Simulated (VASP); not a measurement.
# ScTa2 (P6_3/mmc) in VASP: single point with PBE

Aim: the single point of ScTa2 with PBE.

All numbers are computed with VASP 6.6.1; they aren't measurements. Logs are shortened: lines on timing, memory, paths and dates and some standing lists are left out, and cuts for length are marked.

### Step 1. The cell of the first run

The structure is hexagonal, space group P6_3/mmc (No. 194). The conventional cell has a = 4.747 Å, b = 4.747 Å, c = 5.917 Å, α = 90.00°, β = 90.00°, γ = 120.00°. Within 3.6 Å of Sc (site symmetry -6m2) lie 11 Ta at 2.74 to 3.11 Å. Within 3.9 Å of Ta (site symmetry -3m) lie 8 Ta at 2.96 to 3.11 Å and 6 Sc at 3.11 Å. Ta (site symmetry -6m2) has 5 Sc at 2.74 to 2.96 Å and 6 Ta at 3.11 Å within 3.6 Å.

### Step 2. Single point, PBE

Input file INCAR:

```
ALGO     = Normal         # electronic algorithm
EDIFF    = 1E-6           # SCF threshold, eV
ENCUT    = 520            # plane-wave cutoff, eV
GGA      = PE             # functional
ISIF     = 2              # what is computed and relaxed
ISMEAR   = 0              # smearing method
LASPH    = True           # aspherical terms in the spheres
LCHARG   = True           # write CHGCAR
LELF     = True           # ELF
LREAL    = False          # projectors in reciprocal space
LVHAR    = True         
LWAVE    = False          # write WAVECAR
NBANDS   = 42             # bands
NELM     = 60             # most SCF steps
PREC     = Accurate       # precision mode
SIGMA    = 0.1            # smearing width, eV
```

Input file KPOINTS:

```
k-points
0
Gamma
  6 6 4
```

Input file POSCAR:

```
ScTa2
1.0
    4.7465276700      0.0000000000      0.0000000000
   -2.3732638300      4.1106135400      0.0000000000
    0.0000000000      0.0000000000      5.9170649600
Sc Ta
2 4
Direct
    0.3333333300      0.6666666700      0.2500000000
    0.6666666700      0.3333333300      0.7500000000
    0.0000000000      0.0000000000      0.0000000000
    0.6666666700      0.3333333300      0.2500000000
    0.3333333300      0.6666666700      0.7500000000
    0.0000000000      0.0000000000      0.5000000000
```

Potentials or basis: VASP PAW PBE potentials, release 64 (Sc_sv, Ta_pv).

Started as:

```sh
cat potpaw_PBE.64/Sc_sv/POTCAR potpaw_PBE.64/Ta_pv/POTCAR > POTCAR
mpirun -np 1 vasp_std > vasp.out
```

OUTCAR:

```text
EDIFF = 1E-6
   ENCUT = 520
   GGA = PE
   ISIF = 2
   ISMEAR = 0
   LASPH = True
   LREAL = False
   NELM = 60
   PREC = Accurate

 ion  position               nearest neighbor table
   1  0.333  0.667  0.250-   4 2.74   4 2.74   4 2.74   5 2.96   5 2.96   3 3.11   6 3.11   6 3.11
                             3 3.11   6 3.11   3 3.11
   2  0.667  0.333  0.750-   5 2.74   5 2.74   5 2.74   4 2.96   4 2.96   3 3.11   6 3.11   3 3.11
                             6 3.11   3 3.11   6 3.11
   3  0.000  0.000  0.000-   6 2.96   6 2.96   4 3.11   5 3.11   1 3.11   2 3.11   1 3.11   5 3.11
                             2 3.11   4 3.11   2 3.11   4 3.11   1 3.11   5 3.11
   4  0.667  0.333  0.250-   1 2.74   1 2.74   1 2.74   2 2.96   2 2.96   3 3.11   6 3.11   3 3.11
                             6 3.11   3 3.11   6 3.11
   5  0.333  0.667  0.750-   2 2.74   2 2.74   2 2.74   1 2.96   1 2.96   3 3.11   6 3.11   6 3.11
                             3 3.11   6 3.11   3 3.11
   6  0.000  0.000  0.500-   3 2.96   3 2.96   1 3.11   4 3.11   5 3.11   2 3.11   1 3.11   5 3.11
                             2 3.11   4 3.11   2 3.11   4 3.11   1 3.11   5 3.11

  LATTYP: Found a hexagonal cell.
 ALAT       =     4.7465276700
 C/A-ratio  =     1.2466091786

  Lattice vectors:

 A1 = (   4.7465276700,   0.0000000000,   0.0000000000)
 A2 = (  -2.3732638300,   4.1106135400,   0.0000000000)
 A3 = (   0.0000000000,   0.0000000000,   5.9170649600)

Analysis of symmetry for initial positions (statically):
=====================================================================
 Subroutine PRICEL returns:
 Original cell was already a primitive cell.

 Routine SETGRP: Setting up the symmetry group for a
 hexagonal supercell.

 Subroutine GETGRP returns: Found 24 space group operations
 (whereof 12 operations were pure point group operations)
 out of a pool of 24 trial point group operations.

The static configuration has the point symmetry D_3d.
 The point group associated with its full space group is D_6h.

Analysis of symmetry for dynamics (positions and initial velocities):
=====================================================================
 Subroutine PRICEL returns:
 Original cell was already a primitive cell.

 Routine SETGRP: Setting up the symmetry group for a
 hexagonal supercell.

 Subroutine GETGRP returns: Found 24 space group operations
 (whereof 12 operations were pure point group operations)
 out of a pool of 24 trial point group operations.

The dynamic configuration has the point symmetry D_3d.
[... 106 lines left out ...]
   EDIFFG = 0.1E-04   stopping-criterion for IOM
   NSW    =      0    number of steps for IOM
   IBRION =     -1    ionic relax: 0-MD 1-quasi-New 2-CG
   NFREE  =      0    steps in history (QN), initial steepest desc. (CG)
   ISIF   =      2    stress and relaxation
   ISYM   =      2    0-nonsym 1-usesym 2-fastsym
   POTIM  = 0.5000    time-step for ionic-motion
   TEBEG  =    0.0;   TEEND  =   0.0 temperature during run
   PSTRESS=    0.0 pullay stress
   NELECT =      66.0000    total number of electrons
   NUPDOWN=      -1.0000    fix difference up-down
   EMIN   =  10.00;   EMAX   =-10.00  energy-range for DOS
   EFERMI =   0.00;   METHOD = LEGACY
   ISMEAR =     0;   SIGMA  =   0.10  broadening in eV -4-tet -1-fermi 0-gaus
   EFERMI_NEDOS =   21; number of points for ismear=-14 and -15
   IALGO  =     38    algorithm
   IMIX   =      4    mixing-type and parameters
     AMIX     =   0.40;   BMIX     =  1.00
     AMIX_MAG =   1.60;   BMIX_MAG =  1.00
  volume/ion in A,a.u.               =      19.24       129.85
  Fermi-wavevector in a.u.,A,eV,Ry     =   1.358709  2.567588 25.117584  1.846090
  Thomas-Fermi vector in A             =   2.485519
   LORBIT       =      0    0 simple, 1 ext, 2 COOP (PROOUT), +10 PAW based schemes
   GGA     = PE    functional components
   LHFCALC =     F    Hartree Fock is set to
   AEXX    =    0.0000 exact exchange contribution
   IVDW    =     0    specifies the selected vdW correction
   LEPSILON=     F    determine dielectric tensor
   LRPA    =     F    only Hartree local field effects (RPA)
 non-spin polarized calculation
 Gauss-broadening in eV      SIGMA  =   0.10
  energy-cutoff  :      520.00
  volume of cell :      115.45
 maximum number of plane-waves:      3142
 NGX is ok and might be reduce to    36
   NGX = 17   NGY = 17   NGZ = 23

 number of electron      65.9999998 magnetization

 Free energy of the ion-electron system (eV)
  ---------------------------------------------------
  ext. energy  EPLUGINS =         0.00000000
  ---------------------------------------------------
  free energy    TOTEN  =       -57.72105848 eV

  energy without entropy =      -57.67861741  energy(sigma->0) =      -57.69983794

 E-fermi :   5.3732     XC(G=0): -11.8422

 val. band max:        5.3416518375   @ k =   0.3333   0.1667   0.2500
 cond. band min:       5.3966252989   @ k =   0.3333   0.3333   0.2500
 fundamental gap:      0.0549734614
 Fermi energy:         5.3731516749

 k-point     1 :       0.0000    0.0000    0.0000
  band No.  band energies     occupation
      1     -43.2734      2.00000
      2     -43.2699      2.00000
      3     -29.2058      2.00000
      4     -29.1424      2.00000
      5     -29.1424      2.00000
      6     -29.0153      2.00000
[... 934 lines left out ...]
     41       7.0160      0.00000
     42       7.0160      0.00000

------------------------ aborting loop because EDIFF is reached ----------------------------------------

  FORCE on cell =-STRESS in cart. coord.  units (eV):
  Direction    XX          YY          ZZ          XY          YZ          ZX
  --------------------------------------------------------------------------------------
  -------------------------------------------------------------------------------------
  Total        3.2645050      3.2645050     -4.5267518      0.0000000      0.0000000     -0.0000000
  in kB       45.3042472     45.3042472    -62.8214946      0.0000001      0.0000000     -0.0000000
  external PRESSURE =       9.2623333 kB  Pullay stress =       0.0000000 kB

 VOLUME and BASIS-vectors are now :
 -----------------------------------------------------------------------------
  energy-cutoff  :      520.00
  volume of cell :      115.45
      direct lattice vectors                 reciprocal lattice vectors
     4.746527670  0.000000000  0.000000000     0.210680327  0.121636343  0.000000000
    -2.373263830  4.110613540  0.000000000     0.000000000  0.243272687  0.000000000
     0.000000000  0.000000000  5.917064960     0.000000000  0.000000000  0.169002708

 POSITION                                       TOTAL-FORCE (eV/Angst)
 -----------------------------------------------------------------------------------
     -0.00000      2.74041      1.47927         0.000000     -0.000000      0.000000
      2.37326      1.37020      4.43780        -0.000000      0.000000      0.000000
      0.00000      0.00000      0.00000         0.000000     -0.000000      0.000000
      2.37326      1.37020      1.47927         0.000000      0.000000      0.000000
     -0.00000      2.74041      4.43780         0.000000     -0.000000      0.000000
      0.00000      0.00000      2.95853         0.000000     -0.000000      0.000000
 -----------------------------------------------------------------------------------
    total drift:                               -0.000006      0.000003      0.000000

  FREE ENERGIE OF THE ION-ELECTRON SYSTEM (eV)
  ---------------------------------------------------
  free  energy   TOTEN  =       -57.7210584774 eV

  energy  without entropy=      -57.6786174090  energy(sigma->0) =      -57.69983794
```

OSZICAR:

```text
N       E                     dE             d eps       ncg     rms          rms(c)
DAV:   1     0.936471844828E+03    0.93647E+03   -0.33201E+04  1772   0.168E+03
DAV:   2     0.969238376790E+01   -0.92678E+03   -0.91374E+03  1788   0.604E+02
DAV:   3    -0.565689410571E+02   -0.66261E+02   -0.62365E+02  2770   0.161E+02
DAV:   4    -0.609282725947E+02   -0.43593E+01   -0.41289E+01  2912   0.376E+01
DAV:   5    -0.610718721482E+02   -0.14360E+00   -0.13956E+00  2800   0.606E+00    0.247E+01
DAV:   6    -0.584029593939E+02    0.26689E+01   -0.47344E+00  2576   0.175E+01    0.111E+01
DAV:   7    -0.578185116668E+02    0.58445E+00   -0.26188E+00  2184   0.932E+00    0.204E+00
DAV:   8    -0.577330152887E+02    0.85496E-01   -0.70093E-01  2640   0.556E+00    0.897E-01
DAV:   9    -0.577229495973E+02    0.10066E-01   -0.43224E-02  2456   0.155E+00    0.527E-01
DAV:  10    -0.577210762857E+02    0.18733E-02   -0.87149E-03  2496   0.735E-01    0.102E-01
DAV:  11    -0.577210785463E+02   -0.22606E-05   -0.55167E-04  2904   0.188E-01    0.705E-02
DAV:  12    -0.577210613789E+02    0.17167E-04   -0.85039E-05  2416   0.849E-02    0.112E-02
DAV:  13    -0.577210591411E+02    0.22378E-05   -0.17780E-05  2752   0.304E-02    0.440E-03
DAV:  14    -0.577210584774E+02    0.66374E-06   -0.33383E-06  1716   0.168E-02
   1 F= -.57721058E+02 E0= -.57699838E+02  d E =-.424411E-01
```

Run time: 81 s. Hardware: 1 thread of AMD EPYC 9R14 (Zen 4), shared host; peak memory 0.24 GiB.

Results:

* Free energy: -57.7211 eV
* Pressure: 0.9 GPa
* Band gap on the k mesh: zero (band 33 reaches 6.99 eV, above the bottom of band 34 at 5.03 eV)

Levels at points of the mesh, in eV from the Fermi level:
| k point | band 29 | band 30 | band 31 | band 32 | band 33 | band 34 | band 35 | band 36 |
| --- | --- | --- | --- | --- | --- | --- | --- | --- |
| (0.00, 0.00, 0.00) | -1.12 | -1.12 | -0.89 | -0.89 | -0.43 | 0.56 | 0.95 | 0.95 |
| (0.50, 0.00, 0.00) | -0.94 | -0.91 | -0.67 | -0.59 | -0.45 | -0.17 | 0.39 | 0.45 |
| (0.00, 0.00, 0.50) | -1.78 | -1.78 | -1.76 | -1.76 | 1.62 | 1.62 | 1.62 | 1.62 |
| (0.50, 0.00, 0.50) | -1.05 | -1.05 | -0.87 | -0.87 | -0.32 | -0.32 | -0.05 | -0.05 |

Caveat: spin-orbit coupling is left out, which moves the levels of the heavy elements.
